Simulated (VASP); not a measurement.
Here is a VASP 6.6.1 calculation.

The input INCAR:

```
PREC = Accurate
ENCUT = 520
EDIFF = 1E-7
ISMEAR = 0
SIGMA = 0.1
LREAL = False
LASPH = True
NELM = 60
ALGO = Normal
ISIF = 2
LWAVE = False
LCHARG = False
GGA = PE
NBANDS = 58
```

KPOINTS

```
Automatic mesh
0
Gamma
  4 6 4
```

The input POSCAR:

```
NiGe
1.0
    5.3810000000      0.0000000000      0.0000000000
    0.0000000000      3.4280000000      0.0000000000
    0.0000000000      0.0000000000      5.8110000000
Ni Ge
4 4
Direct
    0.9950000000      0.7500000000      0.1900000000
    0.0050000000      0.2500000000      0.8100000000
    0.5050000000      0.2500000000      0.6900000000
    0.4950000000      0.7500000000      0.3100000000
    0.8120000000      0.7500000000      0.5830000000
    0.1880000000      0.2500000000      0.4170000000
    0.6880000000      0.2500000000      0.0830000000
    0.3120000000      0.7500000000      0.9170000000
```

Potentials or basis: VASP PAW PBE potentials, release 64 (Ni, Ge_d).

Command:

```sh
$ cat potpaw_PBE.64/Ni/POTCAR potpaw_PBE.64/Ge_d/POTCAR > POTCAR
$ mpirun -np 1 vasp_std > vasp.out
```

Question: What does it give for the band gap on the k mesh?

Answer: Zero (band 48 reaches 9.72 eV, above the bottom of band 49 at 8.34 eV).

Question: Predict the largest force.

Answer: 0.135 eV/Å.

Question: Estimate the pressure.

Answer: 3.7 GPa.

Forces in eV/Å, atoms in the order of the input:
```
Ni  -0.084  0.000 -0.041
Ni   0.084  0.000  0.041
Ni   0.084  0.000 -0.041
Ni  -0.084  0.000  0.041
Ge  -0.022  0.000  0.133
Ge   0.022  0.000 -0.133
Ge   0.022  0.000  0.133
Ge  -0.022  0.000 -0.133
```

Spin polarisation is off, so any magnetic state and its effect on volume and gap are missing.
